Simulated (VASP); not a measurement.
# Os (P6_3/mmc) in VASP: a series of runs

Os is run at these levels: PBEsol; tasks: single point, relaxation of volume and atoms at fixed shape.

Everything below comes from runs of VASP 6.6.1. Logs are shortened: lines on timing, memory, paths and dates and some standing lists are left out, and cuts for length are marked.

**1. The cell of the first run**

It takes space group P6_3/mmc (No. 194, hexagonal). Conventional cell: a = 2.730 Å, b = 2.730 Å, c = 4.313 Å, α = 90.00°, β = 90.00°, γ = 120.00°. Within 3.5 Å of Os (site symmetry -6m2) lie 12 Os at 2.67 to 2.73 Å.

**2. Single point, PBEsol**

INCAR reads:

```
ALGO = Normal ; EDIFF = 1E-6
ENCUT = 600 ; GGA = PS
GGA_COMPAT = False ; ISIF = 2
ISMEAR = -1 ; LASPH = True
LCHARG = False ; LREAL = False
LWAVE = False ; NBANDS = 15
NELM = 120 ; PREC = Accurate
SIGMA = 0.05
```

KPOINTS reads:

```
k-points
0
Gamma
  7 7 4
```

POSCAR reads:

```
Os
1.0
    2.7299178863      0.0000000000      0.0000000000
   -1.3649589432      2.3641782398      0.0000000000
    0.0000000000      0.0000000000      4.3130925841
Os
2
Direct
    0.3333333333      0.6666666667      0.2500000000
    0.6666666667      0.3333333333      0.7500000000
```

Potentials or basis: VASP PAW PBE potentials, release 64 (Os).

Command:

```sh
> cat potpaw_PBE.64/Os/POTCAR > POTCAR
> mpirun -np 1 vasp_std > vasp.out
```

OUTCAR:

```text
EDIFF = 1E-6
   ENCUT = 600
   GGA = PS
   ISIF = 2
   ISMEAR = -1
   LASPH = True
   LREAL = False
   NELM = 120
   PREC = Accurate

 ion  position               nearest neighbor table
   1  0.333  0.667  0.250-   2 2.67   2 2.67   2 2.67   2 2.67   2 2.67   2 2.67
   2  0.667  0.333  0.750-   1 2.67   1 2.67   1 2.67   1 2.67   1 2.67   1 2.67

  LATTYP: Found a hexagonal cell.
 ALAT       =     2.7299178863
 C/A-ratio  =     1.5799349152

  Lattice vectors:

 A1 = (   2.7299178863,   0.0000000000,   0.0000000000)
 A2 = (  -1.3649589432,   2.3641782398,   0.0000000000)
 A3 = (   0.0000000000,   0.0000000000,   4.3130925841)

Analysis of symmetry for initial positions (statically):
=====================================================================
 Subroutine PRICEL returns:
 Original cell was already a primitive cell.

 Routine SETGRP: Setting up the symmetry group for a
 hexagonal supercell.

 Subroutine GETGRP returns: Found 24 space group operations
 (whereof 12 operations were pure point group operations)
 out of a pool of 24 trial point group operations.

The static configuration has the point symmetry D_3d.
 The point group associated with its full space group is D_6h.

Analysis of symmetry for dynamics (positions and initial velocities):
=====================================================================
 Subroutine PRICEL returns:
 Original cell was already a primitive cell.

 Routine SETGRP: Setting up the symmetry group for a
 hexagonal supercell.

 Subroutine GETGRP returns: Found 24 space group operations
 (whereof 12 operations were pure point group operations)
 out of a pool of 24 trial point group operations.

The dynamic configuration has the point symmetry D_3d.
 The point group associated with its full space group is D_6h.

 Subroutine INISYM returns: Found 24 space group operations
 (whereof 12 operations are pure point group operations),
 and found     1 'primitive' translations

----------------------------------------------------------------------------------------

                                     Primitive cell

  volume of cell :      27.8368

  direct lattice vectors                    reciprocal lattice vectors
     2.729917886  0.000000000  0.000000000     0.366311384  0.211489976  0.000000000
    -1.364958943  2.364178240  0.000000000     0.000000000  0.422979953  0.000000000
     0.000000000  0.000000000  4.313092584     0.000000000  0.000000000  0.231852199

  length of vectors
     2.729917886  2.729917886  4.313092584     0.422979953  0.422979953  0.231852199

[... 90 lines left out ...]
   NELECT =      16.0000    total number of electrons
   NUPDOWN=      -1.0000    fix difference up-down
   EMIN   =  10.00;   EMAX   =-10.00  energy-range for DOS
   EFERMI =   0.00;   METHOD = LEGACY
   ISMEAR =    -1;   SIGMA  =   0.05  broadening in eV -4-tet -1-fermi 0-gaus
   EFERMI_NEDOS =   21; number of points for ismear=-14 and -15
   IALGO  =     38    algorithm
   IMIX   =      4    mixing-type and parameters
     AMIX     =   0.40;   BMIX     =  1.00
     AMIX_MAG =   1.60;   BMIX_MAG =  1.00
  volume/ion in A,a.u.               =      13.92        93.93
  Fermi-wavevector in a.u.,A,eV,Ry     =   1.361158  2.572216 25.208220  1.852752
  Thomas-Fermi vector in A             =   2.487758
   LORBIT       =      0    0 simple, 1 ext, 2 COOP (PROOUT), +10 PAW based schemes
   GGA     = PS    functional components
   LHFCALC =     F    Hartree Fock is set to
   AEXX    =    0.0000 exact exchange contribution
   IVDW    =     0    specifies the selected vdW correction
   LEPSILON=     F    determine dielectric tensor
   LRPA    =     F    only Hartree local field effects (RPA)
 non-spin polarized calculation
  energy-cutoff  :      600.00
  volume of cell :       27.84
 maximum number of plane-waves:       965
 NGX is ok and might be reduce to    24
   NGX = 11   NGY = 11   NGZ = 17

 number of electron      16.0000001 magnetization

 Free energy of the ion-electron system (eV)
  ---------------------------------------------------
  ext. energy  EPLUGINS =         0.00000000
  ---------------------------------------------------
  free energy    TOTEN  =       -24.42101711 eV

  energy without entropy =      -24.40090898  energy(sigma->0) =      -24.41096305

 E-fermi :   9.3893     XC(G=0): -14.1855

 val. band max:        9.3750471477   @ k =   0.0000   0.0000   0.0000
 cond. band min:       9.4348992101   @ k =   0.1429   0.1429   0.0000
 fundamental gap:      0.0598520624
 Fermi energy:         9.3893016916

 k-point     1 :       0.0000    0.0000    0.0000
  band No.  band energies     occupation
      1      -1.6550      2.00000
      2       1.5082      2.00000
      3       6.2919      2.00000
      4       6.2919      2.00000
      5       6.5314      2.00000
      6       7.1441      2.00000
      7       7.1441      2.00000
      8       7.7875      2.00000
      9       7.7875      2.00000
     10       9.3750      1.14159
     11      11.0693      0.00000
     12      11.0693      0.00000
     13      18.4711      0.00000
     14      23.4302      0.00000
[... 401 lines left out ...]
      2       3.1434      2.00000
      3       4.6491      2.00000
      4       4.6491      2.00000
      5       5.8685      2.00000
      6       5.8685      2.00000
      7       7.8883      2.00000
      8       7.8883      2.00000
      9      11.3182      0.00000
     10      11.3182      0.00000
     11      16.1072      0.00000
     12      16.1072      0.00000
     13      19.5497      0.00000
     14      19.5497      0.00000
     15      21.9999      0.00000

------------------------ aborting loop because EDIFF is reached ----------------------------------------

  FORCE on cell =-STRESS in cart. coord.  units (eV):
  Direction    XX          YY          ZZ          XY          YZ          ZX
  --------------------------------------------------------------------------------------
  -------------------------------------------------------------------------------------
  Total        0.5831652      0.5831652     -0.8971790     -0.0000000      0.0000000      0.0000000
  in kB       33.5647637     33.5647637    -51.6381996     -0.0000000      0.0000000      0.0000000
  external PRESSURE =       5.1637759 kB  Pullay stress =       0.0000000 kB

 VOLUME and BASIS-vectors are now :
 -----------------------------------------------------------------------------
  energy-cutoff  :      600.00
  volume of cell :       27.84
      direct lattice vectors                 reciprocal lattice vectors
     2.729917886  0.000000000  0.000000000     0.366311384  0.211489976  0.000000000
    -1.364958943  2.364178240  0.000000000     0.000000000  0.422979953  0.000000000
     0.000000000  0.000000000  4.313092584     0.000000000  0.000000000  0.231852199

 POSITION                                       TOTAL-FORCE (eV/Angst)
 -----------------------------------------------------------------------------------
     -0.00000      1.57612      1.07827         0.000000     -0.000000      0.000000
      1.36496      0.78806      3.23482        -0.000000      0.000000      0.000000
 -----------------------------------------------------------------------------------
    total drift:                                0.000000     -0.000000     -0.000000

  FREE ENERGIE OF THE ION-ELECTRON SYSTEM (eV)
  ---------------------------------------------------
  free  energy   TOTEN  =       -24.4210171130 eV

  energy  without entropy=      -24.4009089834  energy(sigma->0) =      -24.41096305
```

Run time: 5.8 s. Hardware: 1 thread of Intel Xeon 6975P-C (Granite Rapids), shared host; peak memory 0.15 GiB.

Results:

```
Free energy            : -24.4210 eV
Pressure               : 0.5 GPa
Band gap on the k mesh : zero (band 8 reaches 11.18 eV, above the bottom of band 9 at 7.79 eV)
```

Stress tensor (GPa, compression positive):
```
 3.36  0.00  0.00
 0.00  3.36  0.00
 0.00  0.00 -5.16
```

Caveat: the k points lie up to 0.38 Å⁻¹ apart; the PAW data sets were made with another functional, which shifts forces and pressure a little; spin-orbit coupling is left out, which moves the levels of the heavy elements.

**3. Relaxation of volume and atoms at fixed shape, PBEsol**

This run uses another cell than the first one, of 13.98 Å³/atom, 1.005 times its volume.

INCAR reads:

```
PREC     = Accurate       # precision mode
ENCUT    = 600            # plane-wave cutoff, eV
EDIFF    = 1E-7           # SCF threshold, eV
ISMEAR   = -1             # smearing method
SIGMA    = 0.05           # smearing width, eV
LREAL    = False          # projectors in reciprocal space
LASPH    = True           # aspherical terms in the spheres
NELM     = 120            # most SCF steps
ALGO     = Normal         # electronic algorithm
ISIF     = 8              # what is computed and relaxed
LWAVE    = False          # write WAVECAR
LCHARG   = False          # write CHGCAR
GGA      = PS             # functional
IBRION   = 2              # ionic algorithm
NSW      = 60             # ionic steps
EDIFFG   = -0.02          # ionic threshold
GGA_COMPAT= False        
NELMIN   = 4
```

KPOINTS reads:

```
Automatic mesh
0
Gamma
  7 7 4
```

POSCAR reads:

```
Os
1.0
    2.7341000000      0.0000000000      0.0000000000
   -1.3670500000      2.3678000000      0.0000000000
    0.0000000000      0.0000000000      4.3197000000
Os
2
Direct
    0.3333333333      0.6666666667      0.2500000000
    0.6666666667      0.3333333333      0.7500000000
```

Potentials or basis: VASP PAW PBE potentials, release 64 (Os).

Command:

```sh
> cat potpaw_PBE.64/Os/POTCAR > POTCAR
> mpirun -np 1 vasp_std > vasp.out
```

Wall time 13 s (1 thread of Intel Xeon 6975P-C (Granite Rapids), shared host); peak memory 0.16 GiB.

It converged, with:

```yaml
Free_energy: -24.4211 eV
Relaxed_volume: 13.93 Å³/atom
Relaxed_cell: a = 2.731 Å, b = 2.731 Å, c = 4.315 Å, α = 90.00°, β = 90.00°, γ = 120.00°
Space_group_after_relaxing_to_0.05_Å: P6_3/mmc (No. 194)
Energy_gained_by_relaxing: 0.2 meV/atom
Ionic_steps: 3
Pressure_after_relaxing: 0.0 GPa
Band_gap_on_the_k_mesh: zero (band 8 reaches 11.16 eV, above the bottom of band 9 at 7.77 eV)
```

Stress tensor (GPa, compression positive):
```
 2.84  0.00  0.00
 0.00  2.84  0.00
 0.00  0.00 -5.69
```

Step by step:
| step | energy change (eV) | largest force (eV/Å) | pressure (GPa) | volume (Å³) |
| --- | --- | --- | --- | --- |
| 1 | 0.0000 | 0.0000 | -1.51 | 27.96 |
| 2 | 0.0091 | 0.0000 | 7.23 | 27.44 |
| 3 | -0.0005 | 0.0000 | 0.00 | 27.87 |

Final structure:
```yaml
crystal:
  lattice:
    - [2.73098, 0.00000, 0.00000]
    - [-1.36549, 2.36510, 0.00000]
    - [0.00000, 0.00000, 4.31477]
  atoms:
    - { symbol: Os, position: [0.33333, 0.66667, 0.25000] }
    - { symbol: Os, position: [0.66667, 0.33333, 0.75000] }
```

Levels at points of the mesh, in eV from the Fermi level:
```
           k point  band 6  band 7  band 8  band 9  band 10  band 11
(0.00, 0.00, 0.00)   -2.24   -2.24   -1.60   -1.60    -0.01     1.68
(0.00, 0.00, 0.50)   -3.29   -3.29   -3.29    0.88     0.88     0.88
```

Caveat: the k points lie up to 0.38 Å⁻¹ apart in the final cell; the PAW data sets were made with another functional, which shifts forces and pressure a little; spin-orbit coupling is left out, which moves the levels of the heavy elements.
